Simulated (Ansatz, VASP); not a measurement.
# AlRe4S8 in VASP and in Ansatz

Contents of POSCAR:

```
AlRe4S8
1.0
    0.0000000000      4.8030850000      4.8030850000
    4.8030850000      0.0000000000      4.8030850000
    4.8030850000      4.8030850000      0.0000000000
Al S Re
1 8 4
Direct
    0.0000000000      0.0000000000      0.0000000000
    0.6345000000      0.6345000000      0.6345000000
    0.0965000000      0.6345000000      0.6345000000
    0.6345000000      0.6345000000      0.0965000000
    0.6345000000      0.0965000000      0.6345000000
    0.1337000000      0.1337000000      0.1337000000
    0.5989000000      0.1337000000      0.1337000000
    0.1337000000      0.1337000000      0.5989000000
    0.1337000000      0.5989000000      0.1337000000
    0.3972000000      0.3972000000      0.3972000000
    0.8084000000      0.3972000000      0.3972000000
    0.3972000000      0.3972000000      0.8084000000
    0.3972000000      0.8084000000      0.3972000000
```

The input INCAR.step1:

```
SYSTEM = AlRe4S8
ALGO = Normal
EDIFF = 1E-4
ENCUT = 520
GGA = PE
ISMEAR = -1
LASPH = .TRUE.
LCHARG = .FALSE.
LREAL = .FALSE.
LWAVE = .TRUE.
NBANDS = 52
NELM = 60
PREC = Accurate
SIGMA = 0.1
```

File INCAR.step2:

```
SYSTEM = AlRe4S8
ALGO = Normal
EDIFF = 1E-6
ENCUT = 520
ISIF = 2
ISMEAR = -1
ISTART = 1
LASPH = .TRUE.
LCHARG = .FALSE.
LMIXTAU = .TRUE.
LREAL = .FALSE.
LWAVE = .FALSE.
METAGGA = R2SCAN
NBANDS = 52
NELM = 60
PREC = Accurate
SIGMA = 0.1
```

File KPOINTS:

```
k-points
0
G
  6 6 6
  0 0 0
```

Input for Ansatz:

```yaml
crystal:
  lattice:
    - [0.0, 4.803085, 4.803085]
    - [4.803085, 0.0, 4.803085]
    - [4.803085, 4.803085, 0.0]
  atoms:
    - { symbol: Al, position: [0.0, 0.0, 0.0] }
    - { symbol: S, position: [0.6345, 0.6345, 0.6345] }
    - { symbol: S, position: [0.0965, 0.6345, 0.6345] }
    - { symbol: S, position: [0.6345, 0.6345, 0.0965] }
    - { symbol: S, position: [0.6345, 0.0965, 0.6345] }
    - { symbol: S, position: [0.1337, 0.1337, 0.1337] }
    - { symbol: S, position: [0.5989, 0.1337, 0.1337] }
    - { symbol: S, position: [0.1337, 0.1337, 0.5989] }
    - { symbol: S, position: [0.1337, 0.5989, 0.1337] }
    - { symbol: Re, position: [0.3972, 0.3972, 0.3972] }
    - { symbol: Re, position: [0.8084, 0.3972, 0.3972] }
    - { symbol: Re, position: [0.3972, 0.3972, 0.8084] }
    - { symbol: Re, position: [0.3972, 0.8084, 0.3972] }
  symmetry: { tolerance: 0.0003 }
kpoints:
  mp_grid: { grid: [6, 6, 6], shift: [0, 0, 0] }
  band_path:
    path:
      - [0.0, 0.0, 0.0]
      - [-0.5, -0.5, 0.0]
      - [-0.375, -0.375, 0.25]
      - [-0.375, 0.0, 0.375]
      - [0.0, 0.0, 0.0]
      - [0.0, 0.0, 0.5]
      - [-0.5, -0.25, 0.25]
      - [-0.5, -0.5, 0.0]
    npoints: 8
magnetization:
  spin_polarized: false
scf:
  occupations: { method: fermi_dirac }
  lower_state_search: "off"
  max_iter: 200
hamiltonian:
  pseudopotentials: { kind: paw }
  xc: r2scan
basis:
  ecutwfc: 500
  fft_grid_basis: typed
output:
  forces: true
  stress: true
  eigenvalues: true
  bader: true
  populations: true
  elf: true
  write_potential: true
  volumetric_format: npy
  dos:
    e_range: [-12, 8]
    de: 0.05
    projected: { site_lists: { Al: [Al], Re: [Re], S: [S] } }
checkpoint:
  read: saved_state
```

Alike in both runs: task single point; functional r2SCAN; k mesh 6 × 6 × 6; no spin polarisation.

|  | VASP | Ansatz |
| --- | --- | --- |
| version | VASP 6.6.1 | Ansatz 0.2.0 |
| potentials or method | VASP PAW PBE potentials, release 64 (Al, S, Re), cutoff 520 eV | PAW plane waves |
| occupations | fermi-dirac, width 0.1 eV | fermi-dirac |
| valence electrons in the cell | 79 | 111 |

|  | VASP | Ansatz | Ansatz less VASP |
| --- | --- | --- | --- |
| pressure (GPa) | 3.4 | 2.7 | -0.64 |
| rms of the force components (eV/Å) | 0.283 | 0.311 | +0.0273 |

VASP's potentials were made for PBE, not for r2SCAN. Atom by atom the forces differ by 0.052 eV/Å (rms over components). VASP's potentials hold 79 valence electrons a cell and Ansatz's 111, so a difference there can come from the potentials and not from the codes.

Spin-orbit coupling is off throughout.
